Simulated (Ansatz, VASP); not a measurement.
Ge: VASP beside Ansatz

```
Ge
1.0
     5.92405    0.00000    0.00000
     0.00000    5.92405    0.00000
     0.00000    0.00000    6.97469
Ge
12
Direct
  0.08877 0.08877 0.00000
  0.41123 0.58877 0.75000
  0.91123 0.91123 0.50000
  0.58877 0.41123 0.25000
  0.17169 0.36958 0.25671
  0.13042 0.67169 0.00671
  0.82831 0.63042 0.75671
  0.86958 0.32831 0.50671
  0.67169 0.13042 0.99329
  0.63042 0.82831 0.24329
  0.32831 0.86958 0.49329
  0.36958 0.17169 0.74329
```

Alike in both runs: functional PBEsol; k mesh 6 × 6 × 4; occupations gaussian, width 0.02 eV; no spin polarisation.

Ansatz relaxed the structure, and its values are those at the end. VASP's run is a single point on that final structure, the one shown.

|  | VASP | Ansatz |
| --- | --- | --- |
| version | VASP 6.6.1 | Ansatz 0.2.0 |
| potentials or method | VASP PAW PBE potentials, release 64 (Ge_d), cutoff 520 eV | scalar-relativistic, plane waves, PAW |
| valence electrons in the cell | 168 | 168 |

|  | VASP | Ansatz | Ansatz less VASP |
| --- | --- | --- | --- |
| gap on the k mesh at the Fermi level (eV) | 0.46 | 0.45 | -0.005 |
| least direct gap on the mesh (eV) | 0.46 | 0.45 | -0.005 |
| pressure (GPa) | -0.1 | 0.0 | +0.06 |

VASP's potentials were made for PBE, not for PBEsol.
